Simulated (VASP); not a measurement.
Crystal: SiO2.

```
CELL_PARAMETERS angstrom
1.34115 0.77431 4.38018
-1.34115 0.77431 4.38018
0.00000 -1.54863 4.38018
ATOMIC_POSITIONS crystal
Si 0.00000 0.00000 0.00000
O 0.25000 0.25000 0.25000
O 0.75000 0.75000 0.75000
```

This cell differs from its parent crystal: atoms taken out.

| Quantity | Value |
| --- | --- |
| Program | VASP 6.6.1 |
| Task | relaxation of cell and atoms |
| Functional | PBE |
| Potentials or basis | VASP PAW PBE potentials, release 64 (Si, O_h) |
| Cutoff | 1340 eV |
| k mesh | 6 × 6 × 6 |
| Occupations | gaussian, width 0.1 eV |
| Spin | no spin polarisation |

At the start: pressure -17.0 GPa; volume 9.10 Å³/atom.

Problem. How do energy, volume and symmetry change on relaxing?

Solution. Over 21 steps the energy falls by 312.6 meV/atom and the volume is 11.04 Å³/atom (+21.3 %); space group R-3m (No. 166, to 0.1 Å) before and after.

Step by step:
```tsv
step	energy change (eV)	largest force (eV/Å)	pressure (GPa)	volume (Å³)
1	0.0000	4.5155	-17.00	27.29
2	0.0171	4.5680	55.39	23.57
3	-0.7229	0.9200	8.46	25.35
4	-0.7270	0.6065	10.86	25.22
5	-0.8074	0.3443	-1.25	26.99
6	-0.8074	0.3402	-1.43	27.02
7	-0.8530	0.0629	1.50	27.42
8	-0.8594	1.1339	10.77	28.36
9	-0.8726	0.7501	7.20	28.02
10	-0.8922	0.5648	5.49	28.47
11	-0.9245	0.0325	1.12	29.82
12	-0.9282	0.1936	-0.49	30.41
13	-0.9283	0.2196	-0.66	30.47
14	-0.9298	0.1833	-0.35	30.61
15	-0.9331	0.0668	0.62	31.02
16	-0.9334	0.1929	2.74	31.82
17	-0.9342	0.0915	1.91	31.50
18	-0.9352	0.0775	1.60	31.72
19	-0.9372	0.0450	0.70	32.38
20	-0.9375	0.0048	-0.79	33.72
21	-0.9379	0.0286	-0.09	33.11
```

Final structure:
```xyz
3
Lattice="1.3502 0.7795 5.2433 -1.3502 0.7795 5.2433 0.0000 -1.5591 5.2433" Properties=species:S:1:pos:R:3 pbc="T T T"
Si    0.0000    0.0000    0.0000
O     0.0000    0.0000    4.3287
O     0.0000    0.0000   11.4012
```

Caveat: the k points lie up to 0.45 Å⁻¹ apart in the final cell; the cell differs from its parent crystal (atoms taken out); the volume moved by over 15 % at a fixed basis, so the end points are rough.
